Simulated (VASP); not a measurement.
# MgS (F-43m) in VASP: single point with HSE06

Aim: the single point of MgS with HSE06.

Everything below comes from runs of VASP 6.6.1. Logs are shortened: lines on timing, memory, paths and dates and some standing lists are left out, and cuts for length are marked.

**1. The cell of the first run**

Symmetry: F-43m, No. 216, cubic system. The conventional cell has a = 5.652 Å, b = 5.652 Å, c = 5.652 Å, α = 90.00°, β = 90.00°, γ = 90.00°. Mg (site symmetry -43m) has 4 S at 2.45 Å within 3.2 Å. Within 3.2 Å of S (site symmetry -43m) lie 4 Mg at 2.45 Å.

**2. Single point, HSE06**

Input file POSCAR:

```
MgS
1.0
   11.3030650000      0.0000000000      0.0000000000
    0.0000000000     11.3030650000      0.0000000000
    0.0000000000      0.0000000000     11.3030650000
Mg S
32 32
Direct
    0.0000000000      0.0000000000      0.0000000000
    0.0000000000      0.0000000000      0.5000000000
    0.0000000000      0.5000000000      0.0000000000
    0.0000000000      0.5000000000      0.5000000000
    0.5000000000      0.0000000000      0.0000000000
    0.5000000000      0.0000000000      0.5000000000
    0.5000000000      0.5000000000      0.0000000000
    0.5000000000      0.5000000000      0.5000000000
    0.2500000000      0.2500000000      0.0000000000
    0.2500000000      0.2500000000      0.5000000000
    0.2500000000      0.7500000000      0.0000000000
    0.2500000000      0.7500000000      0.5000000000
    0.7500000000      0.2500000000      0.0000000000
    0.7500000000      0.2500000000      0.5000000000
    0.7500000000      0.7500000000      0.0000000000
    0.7500000000      0.7500000000      0.5000000000
    0.2500000000      0.0000000000      0.2500000000
    0.2500000000      0.0000000000      0.7500000000
    0.2500000000      0.5000000000      0.2500000000
    0.2500000000      0.5000000000      0.7500000000
    0.7500000000      0.0000000000      0.2500000000
    0.7500000000      0.0000000000      0.7500000000
    0.7500000000      0.5000000000      0.2500000000
    0.7500000000      0.5000000000      0.7500000000
    0.0000000000      0.2500000000      0.2500000000
    0.0000000000      0.2500000000      0.7500000000
    0.0000000000      0.7500000000      0.2500000000
    0.0000000000      0.7500000000      0.7500000000
    0.5000000000      0.2500000000      0.2500000000
    0.5000000000      0.2500000000      0.7500000000
    0.5000000000      0.7500000000      0.2500000000
    0.5000000000      0.7500000000      0.7500000000
    0.1250000000      0.1250000000      0.1250000000
    0.1250000000      0.1250000000      0.6250000000
    0.1250000000      0.6250000000      0.1250000000
    0.1250000000      0.6250000000      0.6250000000
    0.6250000000      0.1250000000      0.1250000000
    0.6250000000      0.1250000000      0.6250000000
    0.6250000000      0.6250000000      0.1250000000
    0.6250000000      0.6250000000      0.6250000000
    0.3750000000      0.3750000000      0.1250000000
    0.3750000000      0.3750000000      0.6250000000
    0.3750000000      0.8750000000      0.1250000000
    0.3750000000      0.8750000000      0.6250000000
    0.8750000000      0.3750000000      0.1250000000
    0.8750000000      0.3750000000      0.6250000000
    0.8750000000      0.8750000000      0.1250000000
    0.8750000000      0.8750000000      0.6250000000
    0.3750000000      0.1250000000      0.3750000000
    0.3750000000      0.1250000000      0.8750000000
    0.3750000000      0.6250000000      0.3750000000
    0.3750000000      0.6250000000      0.8750000000
    0.8750000000      0.1250000000      0.3750000000
    0.8750000000      0.1250000000      0.8750000000
    0.8750000000      0.6250000000      0.3750000000
    0.8750000000      0.6250000000      0.8750000000
    0.1250000000      0.3750000000      0.3750000000
    0.1250000000      0.3750000000      0.8750000000
    0.1250000000      0.8750000000      0.3750000000
    0.1250000000      0.8750000000      0.8750000000
    0.6250000000      0.3750000000      0.3750000000
    0.6250000000      0.3750000000      0.8750000000
    0.6250000000      0.8750000000      0.3750000000
    0.6250000000      0.8750000000      0.8750000000
```

Input file INCAR.step1:

```
PREC     = Accurate       # precision mode
ENCUT    = 520            # plane-wave cutoff, eV
EDIFF    = 1E-5           # SCF threshold, eV
ISMEAR   = -1             # smearing method
SIGMA    = 0.05           # smearing width, eV
LREAL    = Auto         
LASPH    = T              # aspherical terms in the spheres
NELM     = 60             # most SCF steps
ALGO     = Normal         # electronic algorithm
ISIF     = 2              # what is computed and relaxed
LWAVE    = T              # write WAVECAR
LCHARG   = F              # write CHGCAR
GGA      = PE             # functional
NBANDS   = 166            # bands
LUSENCCL = F
```

Input file INCAR.step2:

```
PREC     = Accurate       # precision mode
ENCUT    = 520            # plane-wave cutoff, eV
EDIFF    = 1E-6           # SCF threshold, eV
ISMEAR   = -1             # smearing method
SIGMA    = 0.05           # smearing width, eV
LREAL    = Auto         
LASPH    = T              # aspherical terms in the spheres
NELM     = 60             # most SCF steps
ALGO     = Normal         # electronic algorithm
ISIF     = 2              # what is computed and relaxed
LWAVE    = F              # write WAVECAR
LCHARG   = F              # write CHGCAR
GGA      = PE             # functional
LHFCALC  = T              # exact exchange
HFSCREEN = 0.2079         # screening, 1/A
PRECFOCK = Fast         
ISTART   = 1            
NBANDS   = 166            # bands
LUSENCCL = F
```

Input file KPOINTS:

```
regular mesh
0
Gamma
  1 1 1
```

Potentials or basis: VASP PAW PBE potentials, release 64 (Mg, S).

The run is started by

```sh
> cat potpaw_PBE.64/Mg/POTCAR potpaw_PBE.64/S/POTCAR > POTCAR
> cp INCAR.step1 INCAR
> mpirun -np 1 vasp_gam > vasp.out
> cp INCAR.step2 INCAR
> mpirun -np 1 vasp_gam > vasp.out
```

OUTCAR:

```text
PREC = Accurate
   ENCUT = 520
   EDIFF = 1E-6
   ISMEAR = -1
   LREAL = Auto
   LASPH = T
   NELM = 60
   ISIF = 2
   GGA = PE
   LHFCALC = T
   HFSCREEN = 0.2079
   PRECFOCK = Fast
   ISTART = 1

 ion  position               nearest neighbor table
   1  0.000  0.000  0.000-  33 2.45  47 2.45  54 2.45  60 2.45
   2  0.000  0.000  0.500-  34 2.45  48 2.45  53 2.45  59 2.45
   3  0.000  0.500  0.000-  35 2.45  45 2.45  56 2.45  58 2.45
   4  0.000  0.500  0.500-  36 2.45  46 2.45  55 2.45  57 2.45
   5  0.500  0.000  0.000-  37 2.45  43 2.45  50 2.45  64 2.45
   6  0.500  0.000  0.500-  38 2.45  44 2.45  49 2.45  63 2.45
[... 56 lines left out ...]
  63  0.625  0.875  0.375-   6 2.45  16 2.45  21 2.45  31 2.45
  64  0.625  0.875  0.875-   5 2.45  15 2.45  22 2.45  32 2.45

  LATTYP: Found a simple cubic cell.
 ALAT       =    11.3030650000

  Lattice vectors:

 A1 = (  11.3030650000,   0.0000000000,   0.0000000000)
 A2 = (   0.0000000000,  11.3030650000,   0.0000000000)
 A3 = (   0.0000000000,   0.0000000000,  11.3030650000)

Analysis of symmetry for initial positions (statically):
=====================================================================
 Subroutine PRICEL returns following result:

  LATTYP: Found a face centered cubic cell.
 ALAT       =     5.6515325000

  Lattice vectors:

 A1 = (   2.8257662500,  -2.8257662500,   0.0000000000)
 A2 = (   2.8257662500,   0.0000000000,   2.8257662500)
 A3 = (   0.0000000000,  -2.8257662500,   2.8257662500)

  32 primitive cells build up your supercell.

 Routine SETGRP: Setting up the symmetry group for a
 simple cubic supercell.

 Subroutine GETGRP returns: Found 24 space group operations
 (whereof 24 operations were pure point group operations)
 out of a pool of 48 trial point group operations.

The static configuration has the point symmetry T_d .

Analysis of symmetry for dynamics (positions and initial velocities):
=====================================================================
 Subroutine PRICEL returns following result:

  LATTYP: Found a face centered cubic cell.
 ALAT       =     5.6515325000

  Lattice vectors:

 A1 = (   2.8257662500,  -2.8257662500,   0.0000000000)
 A2 = (   2.8257662500,   0.0000000000,   2.8257662500)
 A3 = (   0.0000000000,  -2.8257662500,   2.8257662500)

  32 primitive cells build up your supercell.

 Routine SETGRP: Setting up the symmetry group for a
 simple cubic supercell.

 Subroutine GETGRP returns: Found 24 space group operations
 (whereof 24 operations were pure point group operations)
 out of a pool of 48 trial point group operations.

The dynamic configuration has the point symmetry T_d .

 Subroutine INISYM returns: Found 24 space group operations
 (whereof 24 operations are pure point group operations),
 and found    32 'primitive' translations

----------------------------------------------------------------------------------------

                                     Primitive cell

  volume of cell :      45.1272

  direct lattice vectors                    reciprocal lattice vectors
     2.825766250 -2.825766250  0.000000000     0.176943157 -0.176943157 -0.176943157
     2.825766250  0.000000000  2.825766250     0.176943157  0.176943157  0.176943157
     0.000000000 -2.825766250  2.825766250    -0.176943157 -0.176943157  0.176943157

  length of vectors
     3.996236955  3.996236955  3.996236955     0.306474537  0.306474537  0.306474537

  position of ions in fractional coordinates (direct lattice)
     0.000000000  0.000000000  0.000000000
     0.750000000  0.750000000  0.750000000

  ion indices of the primitive-cell ions
   primitive index   ion index
                 1           1
                 2          33

----------------------------------------------------------------------------------------

 KPOINTS: regular mesh

Automatic generation of k-mesh.
 Grid dimensions read from file:
 generate k-points for:    1    1    1

 Generating k-lattice:

  Cartesian coordinates                     Fractional coordinates (reciprocal lattice)
     0.088471578  0.000000000  0.000000000     1.000000000  0.000000000  0.000000000
     0.000000000  0.088471578  0.000000000     0.000000000  1.000000000  0.000000000
     0.000000000  0.000000000  0.088471578     0.000000000  0.000000000  1.000000000

  Length of vectors
     0.088471578  0.088471578  0.088471578

  Shift w.r.t. Gamma in fractional coordinates (k-lattice)
     0.000000000  0.000000000  0.000000000

 Subroutine IBZKPT returns following result:
 ===========================================

 Found      1 irreducible k-points:

 Following reciprocal coordinates:
            Coordinates               Weight
  0.000000  0.000000  0.000000      1.000000
   k-points           NKPTS =      1   k-points in BZ     NKDIM =      1   number of bands    NBANDS=    166
   number of dos      NEDOS =    301   number of ions     NIONS =     64
   total plane-waves  NPLWV = 592704
   dimension x,y,z NGX =    84 NGY =   84 NGZ =   84
   dimension x,y,z NGXF=   168 NGYF=  168 NGZF=  168
   ions per type =              32  32
   NGX,Y,Z   is equivalent  to a cutoff of  12.35, 12.35, 12.35 a.u.
   NGXF,Y,Z  is equivalent  to a cutoff of  24.71, 24.71, 24.71 a.u.
 SYSTEM =  unknown system
   PREC   = accura    normal or accurate (medium, high low for compatibility)
   ISTART =      1    job   : 0-new  1-cont  2-samecut
   ICHARG =      0    charge: 1-file 2-atom 10-const
   ISPIN  =      1    spin polarized calculation?
   LNONCOLLINEAR =      F non collinear calculations
   LSORBIT =      F    spin-orbit coupling
   LASPH  =      T    aspherical Exc in radial PAW
   ENCUT  =  520.0 eV  38.22 Ry    6.18 a.u.  21.02 21.02 21.02*2*pi/ulx,y,z
   NELM   =     60;   NELMIN=  2; NELMDL=  0     # of ELM steps
   EDIFF  = 0.1E-05   stopping-criterion for ELM
   LREAL  =      T    real-space projection
   EDIFFG = 0.1E-04   stopping-criterion for IOM
   NSW    =      0    number of steps for IOM
   IBRION =     -1    ionic relax: 0-MD 1-quasi-New 2-CG
   NFREE  =      0    steps in history (QN), initial steepest desc. (CG)
   ISIF   =      2    stress and relaxation
   ISYM   =      3    0-nonsym 1-usesym 2-fastsym
   POTIM  = 0.5000    time-step for ionic-motion
   TEBEG  =    0.0;   TEEND  =   0.0 temperature during run
   PSTRESS=    0.0 pullay stress
   NELECT =     256.0000    total number of electrons
   NUPDOWN=      -1.0000    fix difference up-down
   EMIN   =  10.00;   EMAX   =-10.00  energy-range for DOS
   EFERMI =   0.00;   METHOD = LEGACY
   ISMEAR =    -1;   SIGMA  =   0.05  broadening in eV -4-tet -1-fermi 0-gaus
   EFERMI_NEDOS =   21; number of points for ismear=-14 and -15
   IALGO  =     38    algorithm
   IMIX   =      1    mixing-type and parameters
     AMIX     =   0.40;   BMIX     =  1.00
     AMIX_MAG =   1.60;   BMIX_MAG =  1.00
  volume/ion in A,a.u.               =      22.56       152.27
  Fermi-wavevector in a.u.,A,eV,Ry     =   0.919656  1.737897 11.507353  0.845767
  Thomas-Fermi vector in A             =   2.044874
   LORBIT       =      0    0 simple, 1 ext, 2 COOP (PROOUT), +10 PAW based schemes
   GGA     = PE    functional components
   LHFCALC =     T    Hartree Fock is set to
   PRECFOCK=fast      Normal, Fast or Accurate (Low or Medium for compatibility)
   ENCUT4O =  -1.0   cutoff for four orbital integrals eV
   NKREDX  =     1    reduce k-point grid by
   NKREDY  =     1    reduce k-point grid by
   NKREDZ  =     1    reduce k-point grid by
   AEXX    =    0.2500 exact exchange contribution
   HFSCREEN=    0.2079 screening length (either q_TF or 0.3 A-1)
   HFSCREENC=   0.2079 screening length for correlation (either q_TF or 0.3 A-1)
   ENCUTFOCK=  -1.0 apply spherical cutoff to Coloumb kernel
   IVDW    =     0    specifies the selected vdW correction
   LEPSILON=     F    determine dielectric tensor
   LRPA    =     F    only Hartree local field effects (RPA)
 non-spin polarized calculation
  energy-cutoff  :      520.00
  volume of cell :     1444.07
 maximum number of plane-waves:     19456
  NGX = 48; NGY = 48; NGZ = 48

 number of electron     255.9999919 magnetization

 Free energy of the ion-electron system (eV)
  ---------------------------------------------------
  ext. energy  EPLUGINS =         0.00000000
  ---------------------------------------------------
  free energy    TOTEN  =      -314.79511376 eV

  energy without entropy =     -314.79511376  energy(sigma->0) =     -314.79511376

 E-fermi :   1.6187     XC(G=0):  -7.0326

 val. band max:        0.3669186615   @ k =   0.0000   0.0000   0.0000
 cond. band min:       4.9206205208   @ k =   0.0000   0.0000   0.0000
 fundamental gap:      4.5537018593
 Fermi energy:         1.6187314843

 k-point     1 :       0.0000    0.0000    0.0000
  band No.  band energies     occupation
      1     -12.0683      2.00000
      2     -11.6040      2.00000
      3     -11.6040      2.00000
      4     -11.6040      2.00000
      5     -11.6040      2.00000
      6     -11.6040      2.00000
[... 132 lines left out ...]
    139       6.6217      0.00000
    140       6.6217      0.00000
 [bands above 140 left out]

------------------------ aborting loop because EDIFF is reached ----------------------------------------

  FORCE on cell =-STRESS in cart. coord.  units (eV):
  Direction    XX          YY          ZZ          XY          YZ          ZX
  --------------------------------------------------------------------------------------
  -------------------------------------------------------------------------------------
  Total        1.7592345      1.7592345      1.7592345     -0.0000000      0.0000000     -0.0000000
  in kB        1.9518464      1.9518464      1.9518464     -0.0000000      0.0000000     -0.0000000
  external PRESSURE =       1.9518464 kB  Pullay stress =       0.0000000 kB

 VOLUME and BASIS-vectors are now :
 -----------------------------------------------------------------------------
  energy-cutoff  :      520.00
  volume of cell :     1444.07
      direct lattice vectors                 reciprocal lattice vectors
    11.303065000  0.000000000  0.000000000     0.088471578  0.000000000  0.000000000
     0.000000000 11.303065000  0.000000000     0.000000000  0.088471578  0.000000000
     0.000000000  0.000000000 11.303065000     0.000000000  0.000000000  0.088471578

 POSITION                                       TOTAL-FORCE (eV/Angst)
 -----------------------------------------------------------------------------------
      0.00000      0.00000      0.00000         0.000000     -0.000000      0.000000
      0.00000      0.00000      5.65153        -0.000000     -0.000000      0.000000
      0.00000      5.65153      0.00000         0.000000     -0.000000      0.000000
      0.00000      5.65153      5.65153        -0.000000      0.000000      0.000000
      5.65153      0.00000      0.00000        -0.000000      0.000000      0.000000
      5.65153      0.00000      5.65153        -0.000000      0.000000      0.000000
[... 56 lines left out ...]
      7.06442      9.89018      4.23865         0.000000     -0.000000      0.000000
      7.06442      9.89018      9.89018         0.000000     -0.000000     -0.000000
 -----------------------------------------------------------------------------------
    total drift:                               -0.000015     -0.000065      0.000072

  FREE ENERGIE OF THE ION-ELECTRON SYSTEM (eV)
  ---------------------------------------------------
  free  energy   TOTEN  =      -314.7951137612 eV

  energy  without entropy=     -314.7951137611  energy(sigma->0) =     -314.79511376
```

It used 280 s of CPU time on 1 × NVIDIA H100 80GB with 1 thread of AMD EPYC 7R13 Processor (Zen 3), on a shared host.

Results:

```yaml
Free_energy: -314.7951 eV
Pressure: 0.2 GPa
Band_gap_on_the_k_mesh: 4.55 eV
```

Caveat: the k points lie up to 0.56 Å⁻¹ apart; the PAW data sets were made with another functional, which shifts forces and pressure a little. A k mesh can miss the band edges.
